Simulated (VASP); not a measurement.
# Hg (P-1) in VASP: single point with PBEsol

Aim: the single point of Hg with PBEsol.

Program: VASP 6.6.1. These are calculated values, not measurements. Logs are shortened: lines on timing, memory, paths and dates and some standing lists are left out, and cuts for length are marked.

## Step 1: The cell of the first run

The typed cell holds 1 atom: a = 3.119 Å, b = 3.318 Å, c = 3.363 Å, α = 59.59°, β = 58.50°, γ = 59.54°.

## Step 2: Single point, PBEsol (the cell strained at random)

File INCAR:

```
SYSTEM = Hg
PREC = Accurate
ENCUT = 520
EDIFF = 1E-7
ISMEAR = 0
SIGMA = 0.05
LREAL = .FALSE.
LASPH = .TRUE.
NELM = 60
ALGO = Fast
ISIF = 2
LWAVE = .FALSE.
LCHARG = .TRUE.
GGA = PS
LELF = .TRUE.
LVHAR = .TRUE.
NBANDS = 12
```

File KPOINTS:

```
regular mesh
0
G
  12 12 12
  0 0 0
```

File POSCAR:

```
Hg
1.0
    0.1098844088      2.2298115459      2.1784572085
    2.3894955496     -0.0133947037      2.3017363211
    2.3963364162      2.3599315249     -0.0202355703
Hg
1
Direct
    0.0000000000      0.0000000000      0.0000000000
```

Potentials or basis: VASP PAW PBE potentials, release 64 (Hg).

Launch:

```
$ cat potpaw_PBE.64/Hg/POTCAR > POTCAR
$ mpirun -np 1 vasp_std > vasp.out
```

OUTCAR:

```text
SYSTEM = Hg
   PREC = Accurate
   ENCUT = 520
   EDIFF = 1E-7
   ISMEAR = 0
   LREAL = .FALSE.
   LASPH = .TRUE.
   NELM = 60
   ISIF = 2
   GGA = PS

 ion  position               nearest neighbor table
   1  0.000  0.000  0.000-

  LATTYP: Found a triclinic cell.
 ALAT       =     5.6971141216
 B/A-ratio  =     0.5828008173
 C/A-ratio  =     1.6953669208
 COS(alpha) =     0.0029624482
 COS(beta)  =     0.4615629899
 COS(gamma) =     0.8785561315

  Lattice vectors:

 A1 = (  -2.2727702742,   4.6165324782,  -2.4452510040)
 A2 = (   0.0068408666,   2.3733262286,  -2.3219718914)
 A3 = (  -9.2420107052,   1.9963609953,   1.9723701239)

Analysis of symmetry for initial positions (statically):
=====================================================================
 Subroutine PRICEL returns:
 Original cell was already a primitive cell.

 Routine SETGRP: Setting up the symmetry group for a
 triclinic supercell.

 Subroutine GETGRP returns: Found  2 space group operations
 (whereof  2 operations were pure point group operations)
 out of a pool of  2 trial point group operations.

The static configuration has the point symmetry S_2 .

Analysis of symmetry for dynamics (positions and initial velocities):
=====================================================================
 Subroutine PRICEL returns:
 Original cell was already a primitive cell.

 Routine SETGRP: Setting up the symmetry group for a
 triclinic supercell.

 Subroutine GETGRP returns: Found  2 space group operations
 (whereof  2 operations were pure point group operations)
 out of a pool of  2 trial point group operations.

The dynamic configuration has the point symmetry S_2 .

 Subroutine INISYM returns: Found  2 space group operations
 (whereof  2 operations are pure point group operations),
 and found     1 'primitive' translations

----------------------------------------------------------------------------------------

                                     Primitive cell

  volume of cell :      24.1644

  direct lattice vectors                    reciprocal lattice vectors
     0.109884409  2.229811546  2.178457208    -0.224780219  0.230260121  0.234690478
     2.389495550 -0.013394704  2.301736321     0.214619066 -0.216125771  0.210394975
     2.396336416  2.359931525 -0.020235570     0.213604624  0.204950176 -0.220556128

  length of vectors
     3.119264324  3.317809291  3.363348703     0.398278158  0.370186086  0.369156492

[... 86 lines left out ...]
   POTIM  = 0.5000    time-step for ionic-motion
   TEBEG  =    0.0;   TEEND  =   0.0 temperature during run
   PSTRESS=    0.0 pullay stress
   NELECT =      12.0000    total number of electrons
   NUPDOWN=      -1.0000    fix difference up-down
   EMIN   =  10.00;   EMAX   =-10.00  energy-range for DOS
   EFERMI =   0.00;   METHOD = LEGACY
   ISMEAR =     0;   SIGMA  =   0.05  broadening in eV -4-tet -1-fermi 0-gaus
   EFERMI_NEDOS =   21; number of points for ismear=-14 and -15
   IALGO  =     68    algorithm
   IMIX   =      4    mixing-type and parameters
     AMIX     =   0.40;   BMIX     =  1.00
     AMIX_MAG =   1.60;   BMIX_MAG =  1.00
  volume/ion in A,a.u.               =      24.16       163.07
  Fermi-wavevector in a.u.,A,eV,Ry     =   1.296413  2.449866 22.867144  1.680688
  Thomas-Fermi vector in A             =   2.427871
   LORBIT       =      0    0 simple, 1 ext, 2 COOP (PROOUT), +10 PAW based schemes
   GGA     = PS    functional components
   LHFCALC =     F    Hartree Fock is set to
   AEXX    =    0.0000 exact exchange contribution
   IVDW    =     0    specifies the selected vdW correction
   LEPSILON=     F    determine dielectric tensor
   LRPA    =     F    only Hartree local field effects (RPA)
 non-spin polarized calculation
 RMM-DIIS sequential band-by-band and
 Gauss-broadening in eV      SIGMA  =   0.05
  energy-cutoff  :      520.00
  volume of cell :       24.16
 maximum number of plane-waves:       665
   NGX = 11   NGY = 13   NGZ = 13

 number of electron      12.0000002 magnetization

 Free energy of the ion-electron system (eV)
  ---------------------------------------------------
  ext. energy  EPLUGINS =         0.00000000
  ---------------------------------------------------
  free energy    TOTEN  =        -0.54473163 eV

  energy without entropy =       -0.54429809  energy(sigma->0) =       -0.54451486

 E-fermi :   2.2833     XC(G=0): -10.9206

 val. band max:        2.2775997111   @ k =   0.0833   0.5000   0.0833
 cond. band min:       2.2846709446   @ k =  -0.2500   0.3333   0.4167
 fundamental gap:      0.0070712335
 Fermi energy:         2.2832976743

 k-point     1 :       0.0000    0.0000    0.0000
  band No.  band energies     occupation
      1      -6.5560      2.00000
      2      -4.7443      2.00000
      3      -4.6559      2.00000
      4      -4.3044      2.00000
      5      -3.9589      2.00000
      6      -3.8340      2.00000
      7      15.3784      0.00000
      8      15.8747      0.00000
      9      16.2958      0.00000
     10      19.1387      0.00000
     11      20.3273      0.00000
     12      21.2079      0.00000
[... 331 lines left out ...]
 k-point    24 :       0.3333    0.1667   -0.0000
  band No.  band energies     occupation
      1      -5.0075      2.00000
      2      -4.6607      2.00000
      3      -4.3030      2.00000
      4      -4.2052      2.00000
      5      -3.5746      2.00000
      6      -2.8765      2.00000
      7       9.2912      0.00000
      8      11.6167      0.00000
      9      13.1339      0.00000
     10      14.6366      0.00000
     11      18.4127      0.00000
     12      21.7770      0.00000

 [... further k-points ...]

------------------------ aborting loop because EDIFF is reached ----------------------------------------

  FORCE on cell =-STRESS in cart. coord.  units (eV):
  Direction    XX          YY          ZZ          XY          YZ          ZX
  --------------------------------------------------------------------------------------
  -------------------------------------------------------------------------------------
  Total       -0.0951287     -0.1321907     -0.1303736     -0.0032755      0.0356832      0.0195216
  in kB       -6.3073500     -8.7646868     -8.6442064     -0.2171742      2.3659127      1.2943479
  external PRESSURE =      -7.9054144 kB  Pullay stress =       0.0000000 kB

 VOLUME and BASIS-vectors are now :
 -----------------------------------------------------------------------------
  energy-cutoff  :      520.00
  volume of cell :       24.16
      direct lattice vectors                 reciprocal lattice vectors
     0.109884409  2.229811546  2.178457208    -0.224780219  0.230260121  0.234690478
     2.389495550 -0.013394704  2.301736321     0.214619066 -0.216125771  0.210394975
     2.396336416  2.359931525 -0.020235570     0.213604624  0.204950176 -0.220556128

 POSITION                                       TOTAL-FORCE (eV/Angst)
 -----------------------------------------------------------------------------------
      0.00000      0.00000      0.00000         0.000000      0.000000      0.000000
 -----------------------------------------------------------------------------------
    total drift:                               -0.000000     -0.000000      0.000000

  FREE ENERGIE OF THE ION-ELECTRON SYSTEM (eV)
  ---------------------------------------------------
  free  energy   TOTEN  =        -0.5447316269 eV

  energy  without entropy=       -0.5442980871  energy(sigma->0) =       -0.54451486
```

OSZICAR:

```text
N       E                     dE             d eps       ncg     rms          rms(c)
DAV:   1     0.721470498794E+02    0.72147E+02   -0.66245E+03 22168   0.963E+02
DAV:   2     0.646343384489E+00   -0.71501E+02   -0.66816E+02 22716   0.225E+02
DAV:   3    -0.593241769326E+00   -0.12396E+01   -0.12388E+01 24932   0.329E+01
DAV:   4    -0.594386553692E+00   -0.11448E-02   -0.11448E-02 23124   0.104E+00
DAV:   5    -0.594388052365E+00   -0.14987E-05   -0.14990E-05 25156   0.366E-02    0.340E+00
RMM:   6    -0.548992108193E+00    0.45396E-01   -0.70190E-02 20973   0.257E+00    0.262E+00
RMM:   7    -0.545100688831E+00    0.38914E-02   -0.77704E-03 22392   0.714E-01    0.126E+00
RMM:   8    -0.544715481934E+00    0.38521E-03   -0.94773E-04 23240   0.446E-01    0.605E-02
RMM:   9    -0.544726830290E+00   -0.11348E-04   -0.55681E-05 23976   0.788E-02    0.235E-02
RMM:  10    -0.544732107677E+00   -0.52774E-05   -0.17657E-05 23160   0.577E-02    0.943E-03
RMM:  11    -0.544731606424E+00    0.50125E-06   -0.25356E-06 24279   0.159E-02    0.241E-03
RMM:  12    -0.544731626878E+00   -0.20454E-07   -0.79406E-08 16639   0.371E-03
   1 F= -.54473163E+00 E0= -.54451486E+00  d E =-.433540E-03
```

Wall time 3.2 min (1 thread of Intel Xeon 8259CL, shared host); peak memory 0.35 GiB.

What came out:

```yaml
Free_energy: -0.5447 eV
Pressure: -0.8 GPa
Band_gap_on_the_k_mesh: zero (bands 6 and 7 overlap by 2.15 eV)
```

Stress tensor (GPa, compression positive):
```
-0.63 -0.02  0.13
-0.02 -0.88  0.24
 0.13  0.24 -0.86
```

Caveat: the cell differs from its parent crystal (the cell strained at random); the PAW data sets were made with another functional, which shifts forces and pressure a little; spin-orbit coupling is left out, which moves the levels of the heavy elements.
